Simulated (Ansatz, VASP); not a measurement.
**One calculation of Sb, two programs**

INCAR

```
SYSTEM = Sb
ALGO     = Normal         ! electronic algorithm
EDIFF    = 1E-6           ! SCF threshold, eV
ENCUT    = 520            ! plane-wave cutoff, eV
GGA      = PE             ! functional
ISIF     = 2              ! what is computed and relaxed
ISMEAR   = -1             ! smearing method
LASPH    = .True.         ! aspherical terms in the spheres
LCHARG   = .False.        ! write CHGCAR
LREAL    = .False.        ! projectors in reciprocal space
LWAVE    = .False.        ! write WAVECAR
NBANDS   = 12             ! bands
NELM     = 80             ! most SCF steps
PREC     = Accurate       ! precision mode
SIGMA    = 0.03           ! smearing width, eV
```

The input KPOINTS:

```
k-points
0
Gamma
  5 5 5
  0 0 0
```

File POSCAR:

```
Sb
1.0
    2.1542000000      1.2437279499      3.7580000000
   -2.1542000000      1.2437279499      3.7580000000
    0.0000000000     -2.4874558998      3.7580000000
Sb
2
Direct
    0.7665100000      0.7665100000      0.7665100000
    0.2334900000      0.2334900000      0.2334900000
```

Contents of input.yaml:

```yaml
crystal:
  lattice:
    - [2.1542, 1.2437279499, 3.758]
    - [-2.1542, 1.2437279499, 3.758]
    - [0.0, -2.4874558998, 3.758]
  atoms:
    - { symbol: Sb, position: [0.76651, 0.76651, 0.76651] }
    - { symbol: Sb, position: [0.23349, 0.23349, 0.23349] }
kpoints:
  mp_grid: { grid: [5, 5, 5] }
scf:
  occupations: { method: fermi_dirac, width: 0.03 }
hamiltonian:
  xc: pbe
  pseudopotentials: { kind: all_electron, lapw: { basis_error: 0.002 } }
output:
  forces: true
  stress: true
  eigenvalues: true
```

Alike in both runs: task single point; functional PBE; k mesh 5 × 5 × 5; occupations fermi-dirac, width 0.03 eV; no spin polarisation.

```csv
,VASP,Ansatz
version,VASP 6.6.1,Ansatz 0.2.0
potentials or method,"VASP PAW PBE potentials, release 64 (Sb), cutoff 520 eV","all-electron LAPW, scalar-relativistic"
```

VASP gave:

```
gap on the k mesh at the Fermi level (eV)                     : 0.38
least direct gap on the mesh (eV)                             : 0.72
pressure (GPa)                                                : 2.7
traceless stress, the component that is largest in VASP (GPa) : -0.78
rms of the force components (eV/Å)                            : 0.043
```

Estimate Ansatz's values.

gap on the k mesh at the Fermi level (eV): 0.38; least direct gap on the mesh (eV): 0.71; pressure (GPa): 2.6; traceless stress, the component that is largest in VASP (GPa): -0.75; rms of the force components (eV/Å): 0.022.

Atom by atom the forces differ by 0.021 eV/Å (rms over components). Ansatz ran all-electron here, and VASP with PAW potentials.

Neither program's run includes spin-orbit coupling.
